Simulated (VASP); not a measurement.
A run of VASP 6.6.1 is set up as follows.

File INCAR:

```
PREC = Accurate
ENCUT = 600
EDIFF = 1E-6
ISMEAR = 0
SIGMA = 0.01
LREAL = F
LASPH = T
NELM = 100
ALGO = Normal
ISIF = 3
LWAVE = F
LCHARG = F
GGA = PS
IBRION = 2
NSW = 100
EDIFFG = -0.002
PSTRESS = 100.0
```

File KPOINTS:

```
regular mesh
0
Gamma
  6 6 6
```

File POSCAR:

```
RbBr
1.0
    4.0700891042      0.0000000000      0.0000000000
    0.0000000000      4.0700891042      0.0000000000
    0.0000000000      0.0000000000      4.0700891042
Rb Br
1 1
Direct
    0.0000000000      0.0000000000      0.0000000000
    0.5000000000      0.5000000000      0.5000000000
```

Potentials or basis: VASP PAW PBE potentials, release 64 (Rb_sv, Br).

The run is started by

```sh
$ cat potpaw_PBE.64/Rb_sv/POTCAR potpaw_PBE.64/Br/POTCAR > POTCAR
$ mpirun -np 1 vasp_std > vasp.out
```

Question: Predict the relaxed cell.

Answer: a = 3.709 Å, b = 3.709 Å, c = 3.709 Å, α = 90.00°, β = 90.00°, γ = 90.00°.

Question: What does it give for the space group after relaxing (to 0.1 Å)?

Answer: Pm-3m (No. 221).

Question: What does it give for the band gap on the k mesh?

Answer: 4.79 eV (least direct gap 4.89 eV).

The path:
| step | energy change (eV) | largest force (eV/Å) | pressure (GPa) | volume (Å³) |
| --- | --- | --- | --- | --- |
| 1 | 0.0000 | 0.0000 | 0.09 | 67.42 |
| 2 | 0.5297 | 0.0000 | 12.56 | 49.05 |
| 3 | 0.3949 | 0.0000 | 10.05 | 50.97 |
| 4 | 0.3765 | 0.0000 | 9.70 | 51.27 |
| 5 | 0.3770 | 0.0000 | 9.70 | 51.26 |
| 6 | 0.3784 | 0.0000 | 9.73 | 51.23 |
| 7 | 0.3785 | 0.0000 | 9.73 | 51.23 |
| 8 | 0.3785 | 0.0000 | 9.73 | 51.23 |
| 9 | 0.3786 | 0.0000 | 9.73 | 51.23 |
| 10 | 0.3789 | 0.0000 | 9.72 | 51.23 |
| 11 | 0.3794 | 0.0000 | 9.75 | 51.22 |
| 12 | 0.3804 | 0.0000 | 9.77 | 51.20 |
| 13 | 0.3824 | 0.0000 | 9.80 | 51.17 |
| 14 | 0.3863 | 0.0000 | 9.88 | 51.10 |
| 15 | 0.3944 | 0.0000 | 10.04 | 50.97 |
| 16 | 0.3926 | 0.0000 | 10.01 | 51.00 |

Caveat: the cell is relaxed towards a set pressure, so the run minimises the enthalpy, not the energy; the volume moved by over 15 % at a fixed basis, so the end points are rough; the PAW data sets were made with another functional, which shifts forces and pressure a little. A k mesh can miss the band edges.
